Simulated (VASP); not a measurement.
# Zn (P6_3/mmc) in VASP: a series of runs

Runs on Zn. Level: r2SCAN. Tasks: single point.

Everything below comes from runs of VASP 6.6.1. Logs are shortened: lines on timing, memory, paths and dates and some standing lists are left out, and cuts for length are marked.

**1. The cell of the first run**

The structure is hexagonal, space group P6_3/mmc (No. 194). Conventional cell: a = 2.670 Å, b = 2.670 Å, c = 4.966 Å, α = 90.00°, β = 90.00°, γ = 120.00°. Within 3.5 Å of Zn (site symmetry -6m2) lie 12 Zn at 2.67 to 2.92 Å.

**2. Single point, r2SCAN**

The input, POSCAR:

```
Zn
1.0
    2.6700000000      0.0000000000      0.0000000000
   -1.3350000000      2.3122878281      0.0000000000
    0.0000000000      0.0000000000      4.9660000000
Zn
2
Direct
    0.3333333333      0.6666666667      0.2500000000
    0.6666666667      0.3333333333      0.7500000000
```

The input, INCAR.step1:

```
SYSTEM = Zn
  PREC = Accurate
  ENCUT = 520
  ISMEAR = 0
  SIGMA = 0.1
  LREAL = .FALSE.
  LASPH = .TRUE.
  NELM = 60
  NBANDS = 19
  GGA = PE
  ALGO = Normal
  EDIFF = 1E-4
  LWAVE = .TRUE.
  LCHARG = .FALSE.
```

The input, INCAR.step2:

```
SYSTEM = Zn
  PREC = Accurate
  ENCUT = 520
  EDIFF = 1E-7
  ISMEAR = 0
  SIGMA = 0.1
  LREAL = .FALSE.
  LASPH = .TRUE.
  NELM = 60
  ALGO = Normal
  ISIF = 2
  LWAVE = .FALSE.
  LCHARG = .FALSE.
  METAGGA = R2SCAN
  LMIXTAU = .TRUE.
  NBANDS = 19
  ISTART = 1
```

The input, KPOINTS:

```
regular mesh
0
G
  9 9 4
  0 0 0
```

Potentials or basis: VASP PAW PBE potentials, release 64 (Zn).

Command:

```
$ cat potpaw_PBE.64/Zn/POTCAR > POTCAR
$ cp INCAR.step1 INCAR
$ mpirun -np 1 vasp_std > vasp.out
$ cp INCAR.step2 INCAR
$ mpirun -np 1 vasp_std > vasp.out
```

OUTCAR:

```text
SYSTEM = Zn
   PREC = Accurate
   ENCUT = 520
   EDIFF = 1E-7
   ISMEAR = 0
   LREAL = .FALSE.
   LASPH = .TRUE.
   NELM = 60
   ISIF = 2
   METAGGA = R2SCAN
   ISTART = 1

 ion  position               nearest neighbor table
   1  0.333  0.667  0.250-   2 2.92   2 2.92   2 2.92   2 2.92   2 2.92   2 2.92
   2  0.667  0.333  0.750-   1 2.92   1 2.92   1 2.92   1 2.92   1 2.92   1 2.92

  LATTYP: Found a hexagonal cell.
 ALAT       =     2.6700000000
 C/A-ratio  =     1.8599250936

  Lattice vectors:

 A1 = (   2.6700000000,   0.0000000000,   0.0000000000)
 A2 = (  -1.3350000000,   2.3122878281,   0.0000000000)
 A3 = (   0.0000000000,   0.0000000000,   4.9660000000)

Analysis of symmetry for initial positions (statically):
=====================================================================
 Subroutine PRICEL returns:
 Original cell was already a primitive cell.

 Routine SETGRP: Setting up the symmetry group for a
 hexagonal supercell.

 Subroutine GETGRP returns: Found 24 space group operations
 (whereof 12 operations were pure point group operations)
 out of a pool of 24 trial point group operations.

The static configuration has the point symmetry D_3d.
 The point group associated with its full space group is D_6h.

Analysis of symmetry for dynamics (positions and initial velocities):
=====================================================================
 Subroutine PRICEL returns:
 Original cell was already a primitive cell.

 Routine SETGRP: Setting up the symmetry group for a
 hexagonal supercell.

 Subroutine GETGRP returns: Found 24 space group operations
 (whereof 12 operations were pure point group operations)
 out of a pool of 24 trial point group operations.

The dynamic configuration has the point symmetry D_3d.
 The point group associated with its full space group is D_6h.

 Subroutine INISYM returns: Found 24 space group operations
 (whereof 12 operations are pure point group operations),
 and found     1 'primitive' translations

----------------------------------------------------------------------------------------

                                     Primitive cell

  volume of cell :      30.6591

  direct lattice vectors                    reciprocal lattice vectors
     2.670000000  0.000000000  0.000000000     0.374531835  0.216236056  0.000000000
    -1.335000000  2.312287828  0.000000000     0.000000000  0.432472112  0.000000000
     0.000000000  0.000000000  4.966000000     0.000000000  0.000000000  0.201369311

  length of vectors
     2.670000000  2.670000000  4.966000000     0.432472112  0.432472112  0.201369311

  position of ions in fractional coordinates (direct lattice)
     0.333333333  0.666666667  0.250000000
     0.666666667  0.333333333  0.750000000

  ion indices of the primitive-cell ions
   primitive index   ion index
                 1           1
                 2           2

----------------------------------------------------------------------------------------

 KPOINTS: regular mesh

Automatic generation of k-mesh.
 Grid dimensions read from file:
 generate k-points for:    9    9    4

 Generating k-lattice:

  Cartesian coordinates                     Fractional coordinates (reciprocal lattice)
     0.041614648  0.024026228  0.000000000     0.111111111  0.000000000  0.000000000
     0.000000000  0.048052457  0.000000000     0.000000000  0.111111111  0.000000000
     0.000000000  0.000000000  0.050342328     0.000000000  0.000000000  0.250000000

  Length of vectors
     0.048052457  0.048052457  0.050342328

  Shift w.r.t. Gamma in fractional coordinates (k-lattice)
     0.000000000  0.000000000  0.000000000

 Subroutine IBZKPT returns following result:
 ===========================================

 Found     36 irreducible k-points:

 Following reciprocal coordinates:
            Coordinates               Weight
  0.000000  0.000000  0.000000      1.000000
  0.111111  0.000000  0.000000      6.000000
  0.222222  0.000000  0.000000      6.000000
  0.333333  0.000000  0.000000      6.000000
  0.444444  0.000000  0.000000      6.000000
  0.111111  0.111111  0.000000      6.000000
[... 16 lines left out ...]
  0.333333  0.222222  0.250000     24.000000
  0.333333  0.333333  0.250000      4.000000
 [... further k-points ...]
   k-points           NKPTS =     36   k-points in BZ     NKDIM =     36   number of bands    NBANDS=     19
   number of dos      NEDOS =    301   number of ions     NIONS =      2
   total plane-waves  NPLWV =  16000
   dimension x,y,z NGX =    20 NGY =   20 NGZ =   40
   dimension x,y,z NGXF=    40 NGYF=   40 NGZF=   80
   ions per type =               2
   NGX,Y,Z   is equivalent  to a cutoff of  12.45, 12.45, 13.39 a.u.
   NGXF,Y,Z  is equivalent  to a cutoff of  24.91, 24.91, 26.78 a.u.
 SYSTEM =  Zn
   PREC   = accura    normal or accurate (medium, high low for compatibility)
   ISTART =      1    job   : 0-new  1-cont  2-samecut
   ICHARG =      0    charge: 1-file 2-atom 10-const
   ISPIN  =      1    spin polarized calculation?
   LNONCOLLINEAR =      F non collinear calculations
   LSORBIT =      F    spin-orbit coupling
   LASPH  =      T    aspherical Exc in radial PAW
   ENCUT  =  520.0 eV  38.22 Ry    6.18 a.u.   4.96  4.96  9.23*2*pi/ulx,y,z
   NELM   =     60;   NELMIN=  2; NELMDL=  0     # of ELM steps
   EDIFF  = 0.1E-06   stopping-criterion for ELM
   LREAL  =      F    real-space projection
   EDIFFG = 0.1E-05   stopping-criterion for IOM
   NSW    =      0    number of steps for IOM
   IBRION =     -1    ionic relax: 0-MD 1-quasi-New 2-CG
   NFREE  =      0    steps in history (QN), initial steepest desc. (CG)
   ISIF   =      2    stress and relaxation
   ISYM   =      2    0-nonsym 1-usesym 2-fastsym
   POTIM  = 0.5000    time-step for ionic-motion
   TEBEG  =    0.0;   TEEND  =   0.0 temperature during run
   PSTRESS=    0.0 pullay stress
   NELECT =      24.0000    total number of electrons
   NUPDOWN=      -1.0000    fix difference up-down
   EMIN   =  10.00;   EMAX   =-10.00  energy-range for DOS
   EFERMI =   0.00;   METHOD = LEGACY
   ISMEAR =     0;   SIGMA  =   0.10  broadening in eV -4-tet -1-fermi 0-gaus
   EFERMI_NEDOS =   21; number of points for ismear=-14 and -15
   IALGO  =     38    algorithm
   IMIX   =      4    mixing-type and parameters
     AMIX     =   0.40;   BMIX     =  1.00
     AMIX_MAG =   1.60;   BMIX_MAG =  1.00
  volume/ion in A,a.u.               =      15.33       103.45
  Fermi-wavevector in a.u.,A,eV,Ry     =   1.508778  2.851177 30.972445  2.276410
  Thomas-Fermi vector in A             =   2.619187
   LORBIT       =      0    0 simple, 1 ext, 2 COOP (PROOUT), +10 PAW based schemes
   METAGGA = R2SCAN    functional components
   LHFCALC =     F    Hartree Fock is set to
   AEXX    =    0.0000 exact exchange contribution
   IVDW    =     0    specifies the selected vdW correction
   LEPSILON=     F    determine dielectric tensor
   LRPA    =     F    only Hartree local field effects (RPA)
 non-spin polarized calculation
 Gauss-broadening in eV      SIGMA  =   0.10
  energy-cutoff  :      520.00
  volume of cell :       30.66
 maximum number of plane-waves:       855
 NGX is ok and might be reduce to    20
   NGX =  9   NGY =  9   NGZ = 19

 number of electron      24.0000011 magnetization

 Free energy of the ion-electron system (eV)
  ---------------------------------------------------
  ext. energy  EPLUGINS =         0.00000000
  ---------------------------------------------------
  free energy    TOTEN  =       -17.72415512 eV

  energy without entropy =      -17.71837001  energy(sigma->0) =      -17.72126256

 E-fermi :   3.1961     XC(G=0): -12.5814

 val. band max:        3.1879594558   @ k =   0.2222   0.2222   0.0000
 cond. band min:       3.2159386960   @ k =   0.0000   0.0000   0.2500
 fundamental gap:      0.0279792402
 Fermi energy:         3.1960542546

 k-point     1 :       0.0000    0.0000    0.0000
  band No.  band energies     occupation
      1      -7.8741      2.00000
      2      -6.0176      2.00000
      3      -5.2925      2.00000
      4      -5.0507      2.00000
      5      -5.0506      2.00000
      6      -5.0009      2.00000
[... 11 lines left out ...]
     18      22.8926      0.00000
     19      22.8927      0.00000

 k-point     2 :       0.1111    0.0000    0.0000
  band No.  band energies     occupation
      1      -7.4946      2.00000
      2      -5.8647      2.00000
      3      -5.2609      2.00000
      4      -5.0822      2.00000
      5      -5.0329      2.00000
      6      -4.9657      2.00000
[... 11 lines left out ...]
     18      21.2300      0.00000
     19      22.9192      0.00000

 k-point     3 :       0.2222    0.0000    0.0000
  band No.  band energies     occupation
      1      -6.4583      2.00000
      2      -5.6155      2.00000
      3      -5.2055      2.00000
      4      -5.1212      2.00000
      5      -5.0968      2.00000
      6      -4.9073      2.00000
[... 11 lines left out ...]
     18      19.2158      0.00000
     19      19.4894      0.00000

 k-point     4 :       0.3333    0.0000    0.0000
  band No.  band energies     occupation
      1      -5.7586      2.00000
      2      -5.6494      2.00000
      3      -5.3878      2.00000
      4      -5.0433      2.00000
      5      -4.9685      2.00000
      6      -4.8573      2.00000
[... 407 lines left out ...]
     18      15.8180      0.00000
     19      17.9785      0.00000

 k-point    23 :       0.3333    0.2222    0.2500
  band No.  band energies     occupation
      1      -5.4936      2.00000
      2      -5.4138      2.00000
      3      -5.2732      2.00000
      4      -5.2307      2.00000
      5      -5.0985      2.00000
      6      -4.8404      2.00000
[... 11 lines left out ...]
     18      13.5575      0.00000
     19      16.7772      0.00000

 k-point    24 :       0.3333    0.3333    0.2500
  band No.  band energies     occupation
      1      -5.3429      2.00000
      2      -5.2819      2.00000
      3      -5.2819      2.00000
      4      -5.1471      2.00000
      5      -5.0490      2.00000
      6      -5.0490      2.00000
[... 11 lines left out ...]
     18      12.8397      0.00000
     19      14.1737      0.00000

 [... further k-points ...]

------------------------ aborting loop because EDIFF is reached ----------------------------------------

  FORCE on cell =-STRESS in cart. coord.  units (eV):
  Direction    XX          YY          ZZ          XY          YZ          ZX
  --------------------------------------------------------------------------------------
  -------------------------------------------------------------------------------------
  Total       -1.0153282     -1.0153282     -0.7426710      0.0000000     -0.0000000      0.0000000
  in kB      -53.0587671    -53.0587671    -38.8103135      0.0000000     -0.0000000      0.0000000
  external PRESSURE =     -48.3092825 kB  Pullay stress =       0.0000000 kB

 VOLUME and BASIS-vectors are now :
 -----------------------------------------------------------------------------
  energy-cutoff  :      520.00
  volume of cell :       30.66
      direct lattice vectors                 reciprocal lattice vectors
     2.670000000  0.000000000  0.000000000     0.374531835  0.216236056  0.000000000
    -1.335000000  2.312287828  0.000000000     0.000000000  0.432472112  0.000000000
     0.000000000  0.000000000  4.966000000     0.000000000  0.000000000  0.201369311

 POSITION                                       TOTAL-FORCE (eV/Angst)
 -----------------------------------------------------------------------------------
     -0.00000      1.54153      1.24150        -0.000000      0.000000      0.000000
      1.33500      0.77076      3.72450         0.000000     -0.000000      0.000000
 -----------------------------------------------------------------------------------
    total drift:                               -0.000000      0.000000      0.000000

  FREE ENERGIE OF THE ION-ELECTRON SYSTEM (eV)
  ---------------------------------------------------
  free  energy   TOTEN  =       -17.7241551215 eV

  energy  without entropy=      -17.7183700078  energy(sigma->0) =      -17.72126256
```

Run time: 59 s. Hardware: 1 thread of Intel Xeon Platinum 8488C (Sapphire Rapids), shared host; peak memory 0.15 GiB.

What came out:

```
Free energy            : -17.7242 eV
Pressure               : -4.8 GPa
Band gap on the k mesh : zero (band 12 reaches 3.86 eV, above the bottom of band 13 at -0.24 eV)
```

Stress tensor (GPa, compression positive):
```
-5.31  0.00  0.00
 0.00 -5.31  0.00
 0.00  0.00 -3.88
```

Levels at points of the mesh, in eV from the Fermi level:
```csv
k point,band 8,band 9,band 10,band 11,band 12,band 13,band 14,band 15,band 16,band 17
"(0.00, 0.00, 0.00)",-7.87,-7.87,-7.67,-7.67,-4.03,-3.43,13.96,17.50,18.09,18.09
"(0.00, 0.00, 0.50)",-8.18,-7.75,-7.75,-7.75,-7.75,4.50,4.50,19.46,19.46,19.46
```

Caveat: the PAW data sets were made with another functional, which shifts forces and pressure a little.

**3. Single point, r2SCAN**

This run uses another cell than the first one, of 14.50 Å³/atom, 0.946 times its volume.

The input, POSCAR:

```
Zn
1.0
    2.6015478613      0.0000000000      0.0000000000
   -1.3007739307      2.2530065370      0.0000000000
    0.0000000000      0.0000000000      4.9491255250
Zn
2
Direct
    0.3333333333      0.6666666667      0.2500000000
    0.6666666667      0.3333333333      0.7500000000
```

Changes to INCAR.step1 since step 2:

```diff
@@ -3,7 +3,7 @@
   ENCUT = 520
-  ISMEAR = 0
-  SIGMA = 0.1
+  ISMEAR = -1
+  SIGMA = 0.15
   LREAL = .FALSE.
   LASPH = .TRUE.
-  NELM = 60
+  NELM = 100
   NBANDS = 19
```

Changes to INCAR.step2 since step 2:

```diff
@@ -3,8 +3,8 @@
   ENCUT = 520
-  EDIFF = 1E-7
-  ISMEAR = 0
-  SIGMA = 0.1
+  EDIFF = 1E-6
+  ISMEAR = -1
+  SIGMA = 0.15
   LREAL = .FALSE.
   LASPH = .TRUE.
-  NELM = 60
+  NELM = 100
   ALGO = Normal
```

The input, KPOINTS:

```
Automatic mesh
0
G
  18 18 8
  0 0 0
```

Potentials or basis: VASP PAW PBE potentials, release 64 (Zn).

Command:

```
$ cat potpaw_PBE.64/Zn/POTCAR > POTCAR
$ cp INCAR.step1 INCAR
$ mpirun -np 1 vasp_std > vasp.out
$ cp INCAR.step2 INCAR
$ mpirun -np 1 vasp_std > vasp.out
```

Run time: 3.7 min. Hardware: 1 thread of Intel Xeon Platinum 8375C at 2.90GHz (Ice Lake), shared host; peak memory 0.21 GiB.

It converged, with:

| Item | Value |
| --- | --- |
| Free energy | -17.8152 eV |
| Pressure | 0.5 GPa |
| Band gap on the k mesh | zero (band 12 reaches 5.09 eV, above the bottom of band 13 at -0.07 eV) |

Stress tensor (GPa, compression positive):
```
0.62 0.00 0.00
0.00 0.62 0.00
0.00 0.00 0.14
```

Levels at points of the mesh, in eV from the Fermi level:
```tsv
k point	band 9	band 10	band 11	band 12	band 13	band 14	band 15	band 16
(0.00, 0.00, 0.00)	-7.73	-7.52	-7.52	-4.19	-3.43	13.90	17.68	19.60
(0.50, 0.00, 0.00)	-7.29	-7.28	-3.11	-2.19	2.74	3.78	4.56	6.00
(0.00, 0.00, 0.50)	-7.61	-7.61	-7.61	-7.61	4.46	4.46	21.00	21.00
(0.50, 0.00, 0.50)	-7.28	-7.28	-2.16	-2.16	0.42	0.42	10.71	10.71
```

Caveat: the PAW data sets were made with another functional, which shifts forces and pressure a little.

**4. Single point, r2SCAN**

This run uses another cell than the first one, of 14.56 Å³/atom, 0.949 times its volume.

The input, POSCAR:

```
Zn
1.0
    2.5949748003      0.0000000000      0.0000000000
   -1.2974874002      2.2473140993      0.0000000000
    0.0000000000      0.0000000000      4.9916975756
Zn
2
Direct
    0.3333333333      0.6666666667      0.2500000000
    0.6666666667      0.3333333333      0.7500000000
```

The input, INCAR.step1:

```
SYSTEM = Zn
ALGO     = Normal         ! electronic algorithm
EDIFF    = 1E-4           ! SCF threshold, eV
ENCUT    = 520            ! plane-wave cutoff, eV
GGA      = PE             ! functional
ISMEAR   = 0              ! smearing method
LASPH    = .True.         ! aspherical terms in the spheres
LCHARG   = .False.        ! write CHGCAR
LREAL    = .False.        ! projectors in reciprocal space
LWAVE    = .True.         ! write WAVECAR
NBANDS   = 19             ! bands
NELM     = 100            ! most SCF steps
PREC     = Accurate       ! precision mode
SIGMA    = 0.1            ! smearing width, eV
```

The input, INCAR.step2:

```
SYSTEM = Zn
ALGO     = Normal         ! electronic algorithm
EDIFF    = 1E-7           ! SCF threshold, eV
ENCUT    = 520            ! plane-wave cutoff, eV
ISIF     = 2              ! what is computed and relaxed
ISMEAR   = 0              ! smearing method
ISTART   = 1            
LASPH    = .True.         ! aspherical terms in the spheres
LCHARG   = .False.        ! write CHGCAR
LMIXTAU  = .True.       
LREAL    = .False.        ! projectors in reciprocal space
LWAVE    = .False.        ! write WAVECAR
METAGGA  = R2SCAN         ! meta-GGA
NBANDS   = 19             ! bands
NELM     = 100            ! most SCF steps
PREC     = Accurate       ! precision mode
SIGMA    = 0.1            ! smearing width, eV
```

The input, KPOINTS:

```
k-points
0
Gamma
  18 18 8
  0 0 0
```

Command:

```
$ cat potpaw_PBE.64/Zn/POTCAR > POTCAR
$ cp INCAR.step1 INCAR
$ mpirun -np 1 vasp_std > vasp.out
$ cp INCAR.step2 INCAR
$ mpirun -np 1 vasp_std > vasp.out
```

Wall time 4.4 min (1 thread of Intel Xeon Platinum 8375C at 2.90GHz (Ice Lake), shared host); peak memory 0.21 GiB.

It converged, with:

```
Free energy            : -17.8028 eV
Pressure               : 0.5 GPa
Band gap on the k mesh : zero (band 12 reaches 5.09 eV, above the bottom of band 13 at -0.23 eV)
```

Stress tensor (GPa, compression positive):
```
0.64 0.00 0.00
0.00 0.64 0.00
0.00 0.00 0.27
```

Levels at points of the mesh, in eV from the Fermi level:
| k point | band 9 | band 10 | band 11 | band 12 | band 13 | band 14 | band 15 | band 16 |
| --- | --- | --- | --- | --- | --- | --- | --- | --- |
| (0.00, 0.00, 0.00) | -7.70 | -7.51 | -7.51 | -4.21 | -3.56 | 13.48 | 17.33 | 19.81 |
| (0.50, 0.00, 0.00) | -7.27 | -7.26 | -3.06 | -2.13 | 2.66 | 3.80 | 4.48 | 5.99 |
| (0.00, 0.00, 0.50) | -7.60 | -7.60 | -7.60 | -7.60 | 4.24 | 4.24 | 21.18 | 21.18 |
| (0.50, 0.00, 0.50) | -7.27 | -7.27 | -2.12 | -2.12 | 0.46 | 0.46 | 10.55 | 10.55 |

Caveat: the PAW data sets were made with another functional, which shifts forces and pressure a little.

**5. Summary**

```tsv
cell	k mesh	smearing	gap on the mesh (eV)	pressure (GPa)
a = 2.670, b = 2.670, c = 4.966 Å, angles 90.0, 90.0, 120.0°, 2 atoms	9 × 9 × 4	gaussian 0.1 eV	none	-4.8
a = 2.602, b = 2.602, c = 4.949 Å, angles 90.0, 90.0, 120.0°, 2 atoms	18 × 18 × 8	fermi-dirac 0.15 eV	none	0.5
a = 2.595, b = 2.595, c = 4.992 Å, angles 90.0, 90.0, 120.0°, 2 atoms	18 × 18 × 8	gaussian 0.1 eV	none	0.5
```

Alike in all rows: task single point; level r2SCAN; potentials or basis VASP PAW PBE potentials, release 64 (Zn); no spin polarisation; cutoff (eV) 520.

Caveats: the PAW data sets were made with another functional, which shifts forces and pressure a little.

Total energies depend on the potentials used, so only differences within one code and one set of settings carry meaning.
